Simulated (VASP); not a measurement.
# TaN (P-6m2) in VASP: settings compared

TaN is run at these levels: PBE, LDA, r2SCAN; tasks: single point.

All numbers are computed with VASP 6.6.1; they aren't measurements. Logs are shortened: lines on timing, memory, paths and dates and some standing lists are left out, and cuts for length are marked.

**1. The cell of the first run**

Symmetry: P-6m2, No. 187, hexagonal system. The conventional cell has a = 2.940 Å, b = 2.940 Å, c = 2.890 Å, α = 90.00°, β = 90.00°, γ = 120.00°. Within 2.9 Å of Ta (site symmetry -6m2) lie 6 N at 2.23 Å and 2 Ta at 2.89 Å. Within 2.9 Å of N (site symmetry -6m2) lie 6 Ta at 2.23 Å and 2 N at 2.89 Å.

**2. Single point, PBE**

File INCAR:

```
PREC = Accurate
ENCUT = 520
EDIFF = 1E-7
ISMEAR = -1
SIGMA = 0.1
LREAL = False
LASPH = True
NELM = 60
ALGO = Normal
ISIF = 2
LWAVE = False
LCHARG = False
GGA = PE
NBANDS = 15
```

File KPOINTS:

```
regular mesh
0
Gamma
  9 9 8
```

File POSCAR:

```
TaN
1.0
    2.9399420000      0.0000000000      0.0000000000
   -1.4699710000      2.5460650000      0.0000000000
    0.0000000000      0.0000000000      2.8901750000
Ta N
1 1
Direct
    0.0000000000      0.0000000000      0.5000000000
    0.6666670000      0.3333330000      0.0000000000
```

Potentials or basis: VASP PAW PBE potentials, release 64 (Ta_pv, N).

Started as:

```console
$ cat potpaw_PBE.64/Ta_pv/POTCAR potpaw_PBE.64/N/POTCAR > POTCAR
$ mpirun -np 1 vasp_std > vasp.out
```

OUTCAR:

```text
PREC = Accurate
   ENCUT = 520
   EDIFF = 1E-7
   ISMEAR = -1
   LREAL = False
   LASPH = True
   NELM = 60
   ISIF = 2
   GGA = PE

 ion  position               nearest neighbor table
   1  0.000  0.000  0.500-   2 2.23   2 2.23   2 2.23   2 2.23   2 2.23   2 2.23
   2  0.667  0.333  0.000-   1 2.23   1 2.23   1 2.23   1 2.23   1 2.23   1 2.23

  LATTYP: Found a hexagonal cell.
 ALAT       =     2.9399420000
 C/A-ratio  =     0.9830721150

  Lattice vectors:

 A1 = (   2.9399420000,   0.0000000000,   0.0000000000)
 A2 = (  -1.4699710000,   2.5460650000,   0.0000000000)
 A3 = (   0.0000000000,   0.0000000000,   2.8901750000)

Analysis of symmetry for initial positions (statically):
[... 9 lines left out ...]
 out of a pool of 24 trial point group operations.

The static configuration has the point symmetry D_3h.

Analysis of symmetry for dynamics (positions and initial velocities):
[... 9 lines left out ...]
 out of a pool of 24 trial point group operations.

The dynamic configuration has the point symmetry D_3h.

 Subroutine INISYM returns: Found 12 space group operations
[... 5 lines left out ...]
                                     Primitive cell

  volume of cell :      21.6338

  direct lattice vectors                    reciprocal lattice vectors
     2.939942000  0.000000000  0.000000000     0.340142765  0.196381475  0.000000000
    -1.469971000  2.546065000  0.000000000     0.000000000  0.392762950  0.000000000
     0.000000000  0.000000000  2.890175000     0.000000000  0.000000000  0.345999810

  length of vectors
     2.939942000  2.939942470  2.890175000     0.392763013  0.392762950  0.345999810

  position of ions in fractional coordinates (direct lattice)
     0.000000000  0.000000000  0.500000000
     0.666667000  0.333333000  0.000000000

  ion indices of the primitive-cell ions
   primitive index   ion index
                 1           1
                 2           2

----------------------------------------------------------------------------------------

 KPOINTS: regular mesh

Automatic generation of k-mesh.
 Grid dimensions read from file:
 generate k-points for:    9    9    8

 Generating k-lattice:

  Cartesian coordinates                     Fractional coordinates (reciprocal lattice)
     0.037793641  0.021820164  0.000000000     0.111111111  0.000000000  0.000000000
     0.000000000  0.043640328  0.000000000     0.000000000  0.111111111  0.000000000
     0.000000000  0.000000000  0.043249976     0.000000000  0.000000000  0.125000000

  Length of vectors
     0.043640335  0.043640328  0.043249976

  Shift w.r.t. Gamma in fractional coordinates (k-lattice)
     0.000000000  0.000000000  0.000000000

 Subroutine IBZKPT returns following result:
 ===========================================

 Found     60 irreducible k-points:

 Following reciprocal coordinates:
            Coordinates               Weight
  0.000000  0.000000  0.000000      1.000000
  0.111111 -0.000000  0.000000      6.000000
  0.222222  0.000000  0.000000      6.000000
  0.333333  0.000000  0.000000      6.000000
  0.444444  0.000000  0.000000      6.000000
  0.111111  0.111111  0.000000      6.000000
[... 16 lines left out ...]
  0.333333  0.222222  0.125000     24.000000
  0.333333  0.333333  0.125000      4.000000
 [... further k-points ...]
   k-points           NKPTS =     60   k-points in BZ     NKDIM =     60   number of bands    NBANDS=     15
   number of dos      NEDOS =    301   number of ions     NIONS =      2
   total plane-waves  NPLWV =  13824
   dimension x,y,z NGX =    24 NGY =   24 NGZ =   24
   dimension x,y,z NGXF=    48 NGYF=   48 NGZF=   48
   ions per type =               1   1
   NGX,Y,Z   is equivalent  to a cutoff of  13.57, 13.57, 13.81 a.u.
   NGXF,Y,Z  is equivalent  to a cutoff of  27.14, 27.14, 27.61 a.u.
 SYSTEM =  unknown system
   PREC   = accura    normal or accurate (medium, high low for compatibility)
   ISTART =      0    job   : 0-new  1-cont  2-samecut
   ICHARG =      2    charge: 1-file 2-atom 10-const
   ISPIN  =      1    spin polarized calculation?
   LNONCOLLINEAR =      F non collinear calculations
   LSORBIT =      F    spin-orbit coupling
   LASPH  =      T    aspherical Exc in radial PAW
   ENCUT  =  520.0 eV  38.22 Ry    6.18 a.u.   5.47  5.47  5.37*2*pi/ulx,y,z
   NELM   =     60;   NELMIN=  2; NELMDL= -5     # of ELM steps
   EDIFF  = 0.1E-06   stopping-criterion for ELM
   LREAL  =      F    real-space projection
   EDIFFG = 0.1E-05   stopping-criterion for IOM
   NSW    =      0    number of steps for IOM
   IBRION =     -1    ionic relax: 0-MD 1-quasi-New 2-CG
[... 8 lines left out ...]
   EMIN   =  10.00;   EMAX   =-10.00  energy-range for DOS
   EFERMI =   0.00;   METHOD = LEGACY
   ISMEAR =    -1;   SIGMA  =   0.10  broadening in eV -4-tet -1-fermi 0-gaus
   EFERMI_NEDOS =   21; number of points for ismear=-14 and -15
   IALGO  =     38    algorithm
   IMIX   =      4    mixing-type and parameters
     AMIX     =   0.40;   BMIX     =  1.00
     AMIX_MAG =   1.60;   BMIX_MAG =  1.00
  volume/ion in A,a.u.               =      10.82        73.00
  Fermi-wavevector in a.u.,A,eV,Ry     =   1.480485  2.797711 29.821739  2.191836
  Thomas-Fermi vector in A             =   2.594513
   LORBIT       =      0    0 simple, 1 ext, 2 COOP (PROOUT), +10 PAW based schemes
   GGA     = PE    functional components
[... 5 lines left out ...]
 non-spin polarized calculation
  energy-cutoff  :      520.00
  volume of cell :       21.63
 maximum number of plane-waves:       611
 NGX is ok and might be reduce to    24
   NGX = 11   NGY = 11   NGZ = 11

 number of electron      16.0000001 magnetization

 Free energy of the ion-electron system (eV)
  ---------------------------------------------------
  ext. energy  EPLUGINS =         0.00000000
  ---------------------------------------------------
  free energy    TOTEN  =       -22.44471386 eV

  energy without entropy =      -22.44181342  energy(sigma->0) =      -22.44326364

 E-fermi :   8.2835     XC(G=0): -13.3251

 val. band max:        8.2818779672   @ k =   0.0000   0.0000   0.3750
 cond. band min:       8.3412025054   @ k =   0.3333   0.3333   0.0000
 fundamental gap:      0.0593245383
 Fermi energy:         8.2835152475

 k-point     1 :       0.0000    0.0000    0.0000
  band No.  band energies     occupation
      1     -26.6485      2.00000
      2     -26.3811      2.00000
      3     -26.3811      2.00000
      4      -9.5360      2.00000
      5       3.6808      2.00000
      6       3.6808      2.00000
      7       4.0189      2.00000
      8       5.2805      2.00000
      9      10.4113      0.00000
     10      11.7706      0.00000
     11      11.7707      0.00000
     12      12.1936      0.00000
     13      12.1936      0.00000
     14      21.2877      0.00000
     15      21.6101      0.00000

 k-point     2 :       0.1111   -0.0000    0.0000
  band No.  band energies     occupation
      1     -26.6322      2.00000
      2     -26.5099      2.00000
      3     -26.4086      2.00000
      4      -9.2867      2.00000
      5       2.9791      2.00000
      6       3.8681      2.00000
      7       4.3539      2.00000
      8       4.9325      2.00000
      9      11.1339      0.00000
     10      11.4205      0.00000
     11      11.8186      0.00000
     12      12.0659      0.00000
     13      12.5106      0.00000
     14      21.2655      0.00000
     15      21.5978      0.00000

 k-point     3 :       0.2222    0.0000    0.0000
  band No.  band energies     occupation
      1     -26.8238      2.00000
      2     -26.5905      2.00000
      3     -26.4777      2.00000
      4      -8.6435      2.00000
      5       1.7152      2.00000
      6       4.1856      2.00000
      7       4.3177      2.00000
      8       4.9947      2.00000
      9      10.4233      0.00000
     10      11.7589      0.00000
     11      12.0786      0.00000
     12      13.0489      0.00000
     13      13.0672      0.00000
     14      21.3229      0.00000
     15      21.5925      0.00000

 k-point     4 :       0.3333    0.0000    0.0000
  band No.  band energies     occupation
      1     -27.1619      2.00000
      2     -26.5551      2.00000
      3     -26.5426      2.00000
      4      -7.8746      2.00000
      5       0.6366      2.00000
      6       3.4835      2.00000
      7       4.7679      2.00000
      8       5.1477      2.00000
      9      10.7433      0.00000
     10      11.4343      0.00000
     11      12.6966      0.00000
     12      13.3612      0.00000
     13      14.4442      0.00000
     14      21.5011      0.00000
     15      21.7034      0.00000
[... 307 lines left out ...]
 k-point    22 :       0.2222    0.2222    0.1250
  band No.  band energies     occupation
      1     -27.1565      2.00000
      2     -26.7144      2.00000
      3     -26.6436      2.00000
      4      -7.4640      2.00000
      5       0.9038      2.00000
      6       2.5772      2.00000
      7       3.7592      2.00000
      8       6.6881      2.00000
      9       9.3156      0.00007
     10      11.3977      0.00000
     11      12.8922      0.00000
     12      14.3233      0.00000
     13      16.8348      0.00000
     14      21.1525      0.00000
     15      21.5817      0.00000

 k-point    23 :       0.3333    0.2222    0.1250
  band No.  band energies     occupation
      1     -27.2294      2.00000
      2     -26.8454      2.00000
      3     -26.6166      2.00000
      4      -7.1059      2.00000
      5       0.7450      2.00000
      6       2.4928      2.00000
      7       3.1343      2.00000
      8       7.1120      1.99998
      9       9.9568      0.00000
     10      11.0839      0.00000
     11      12.2048      0.00000
     12      14.8282      0.00000
     13      19.0534      0.00000
     14      20.5014      0.00000
     15      21.5736      0.00000

 k-point    24 :       0.3333    0.3333    0.1250
  band No.  band energies     occupation
      1     -27.1222      2.00000
      2     -27.0278      2.00000
      3     -26.6072      2.00000
      4      -6.9741      2.00000
      5       1.1702      2.00000
      6       2.0621      2.00000
      7       2.7549      2.00000
      8       7.7931      1.98528
      9      10.1246      0.00000
     10      10.6335      0.00000
     11      11.2922      0.00000
     12      15.3048      0.00000
     13      19.8792      0.00000
     14      21.5739      0.00000
     15      21.9581      0.00000

 [... further k-points ...]

------------------------ aborting loop because EDIFF is reached ----------------------------------------

  FORCE on cell =-STRESS in cart. coord.  units (eV):
  Direction    XX          YY          ZZ          XY          YZ          ZX
  --------------------------------------------------------------------------------------
  -------------------------------------------------------------------------------------
  Total        0.5276805      0.5276807      0.5581084      0.0000000      0.0000000      0.0000000
  in kB       39.0795232     39.0795398     41.3329861      0.0000000      0.0000000      0.0000000
  external PRESSURE =      39.8306830 kB  Pullay stress =       0.0000000 kB

 VOLUME and BASIS-vectors are now :
 -----------------------------------------------------------------------------
  energy-cutoff  :      520.00
  volume of cell :       21.63
      direct lattice vectors                 reciprocal lattice vectors
     2.939942000  0.000000000  0.000000000     0.340142765  0.196381475  0.000000000
    -1.469971000  2.546065000  0.000000000     0.000000000  0.392762950  0.000000000
     0.000000000  0.000000000  2.890175000     0.000000000  0.000000000  0.345999810

 POSITION                                       TOTAL-FORCE (eV/Angst)
 -----------------------------------------------------------------------------------
      0.00000      0.00000      1.44509        -0.000000      0.000000      0.000000
      1.46997      0.84869      0.00000         0.000000     -0.000000      0.000000
 -----------------------------------------------------------------------------------
    total drift:                               -0.000935      0.000547      0.000000

  FREE ENERGIE OF THE ION-ELECTRON SYSTEM (eV)
  ---------------------------------------------------
  free  energy   TOTEN  =       -22.4447138571 eV

  energy  without entropy=      -22.4418134210  energy(sigma->0) =      -22.44326364
```

Run time: 9.5 s. Hardware: 1 thread of Intel Xeon Platinum 8488C (Sapphire Rapids), shared host; peak memory 0.15 GiB.

What came out:

```
Free energy            : -22.4447 eV
Pressure               : 4.0 GPa
Band gap on the k mesh : zero (band 8 reaches 8.34 eV, above the bottom of band 9 at 8.13 eV)
```

Stress tensor (GPa, compression positive):
```
3.91 0.00 0.00
0.00 3.91 0.00
0.00 0.00 4.13
```

Levels at points of the mesh, in eV from the Fermi level:
```csv
k point,band 5,band 6,band 7,band 8,band 9,band 10,band 11,band 12
"(0.00, 0.00, 0.00)",-4.60,-4.60,-4.26,-3.00,2.13,3.49,3.49,3.91
"(0.00, 0.00, 0.50)",-9.40,-3.79,-3.79,-0.16,-0.16,2.30,3.27,3.27
```

Caveat: spin-orbit coupling is left out, which moves the levels of the heavy elements.

(Continued in part 2 of 2.)
